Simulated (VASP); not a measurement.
Input of a VASP 6.6.1 run:

The input POSCAR:

```
NaCl
1.0
    0.0000000000      2.8039808557      2.8039808557
    2.8039808557      0.0000000000      2.8039808557
    2.8039808557      2.8039808557      0.0000000000
Na Cl
1 1
Direct
    0.0000000000      0.0000000000      0.0000000000
    0.5000000000      0.5000000000      0.5000000000
```

File INCAR.step1:

```
PREC = Accurate
ENCUT = 600
ISMEAR = 0
SIGMA = 0.01
LREAL = F
LASPH = T
NELM = 100
GGA = PE
ALGO = Normal
EDIFF = 1E-4
LWAVE = T
LCHARG = F
```

File INCAR.step2:

```
PREC = Accurate
ENCUT = 600
EDIFF = 1E-6
ISMEAR = 0
SIGMA = 0.01
LREAL = F
LASPH = T
NELM = 100
ALGO = Normal
ISIF = 3
LWAVE = F
LCHARG = F
METAGGA = R2SCAN
LMIXTAU = T
IBRION = 2
NSW = 100
EDIFFG = -0.002
PSTRESS = 100.0
ISTART = 1
```

The input KPOINTS:

```
Automatic mesh
0
Gamma
  8 8 8
```

Potentials or basis: VASP PAW PBE potentials, release 64 (Na_pv, Cl).

Run with:

```sh
$ cat potpaw_PBE.64/Na_pv/POTCAR potpaw_PBE.64/Cl/POTCAR > POTCAR
$ cp INCAR.step1 INCAR
$ mpirun -np 1 vasp_std > vasp.out
$ cp INCAR.step2 INCAR
$ mpirun -np 1 vasp_std > vasp.out
```

(1) Predict the relaxed cell.

(2) What does it give for the space group after relaxing (to 0.1 Å)?

(3) What does it give for the relaxed volume?

## Answers

(1) a = 3.682 Å, b = 3.682 Å, c = 3.682 Å, α = 60.00°, β = 60.00°, γ = 60.00°.

(2) Fm-3m (No. 225).

(3) 17.65 Å³/atom.

Caveat: the cell is relaxed towards a set pressure, so the run minimises the enthalpy, not the energy; the volume moved by over 15 % at a fixed basis, so the end points are rough; the PAW data sets were made with another functional, which shifts forces and pressure a little.
